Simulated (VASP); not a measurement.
Here is a VASP 6.6.1 calculation.

File INCAR:

```
SYSTEM = Te2Mo
ALGO = Normal ; EDIFF = 1E-7
ENCUT = 520 ; GGA = PE
ISIF = 2 ; ISMEAR = 0
LASPH = .True. ; LCHARG = .False.
LREAL = .False. ; LWAVE = .False.
NBANDS = 20 ; NELM = 80
PREC = Accurate ; SIGMA = 0.1
```

KPOINTS

```
k-points
0
Gamma
  6 6 2
  0 0 0
```

Contents of POSCAR:

```
Te2Mo
1.0
    3.5459280446      0.0000000000      0.0000000000
   -1.7729640223      3.0708637666      0.0000000000
    0.0000000000      0.0000000000     15.2396806195
Te Mo
2 1
Direct
    0.3333333333      0.6666666667      0.8812166380
    0.3333333333      0.6666666667      0.1187833620
    0.0000000000      0.0000000000      0.0000000000
```

Potentials or basis: VASP PAW PBE potentials, release 64 (Te, Mo_sv).

Command:

```bash
$ cat potpaw_PBE.64/Te/POTCAR potpaw_PBE.64/Mo_sv/POTCAR > POTCAR
$ mpirun -np 1 vasp_std > vasp.out
```

What does it give for the band gap on the k mesh?

1.09 eV, direct.

Estimate the largest force.

0.031 eV/Å.

Forces in eV/Å, atoms in the order of the input:
```
Te   0.000  0.000 -0.031
Te   0.000  0.000  0.031
Mo   0.000  0.000  0.000
```

Caveat: spin-orbit coupling is left out, which moves the levels of the heavy elements.
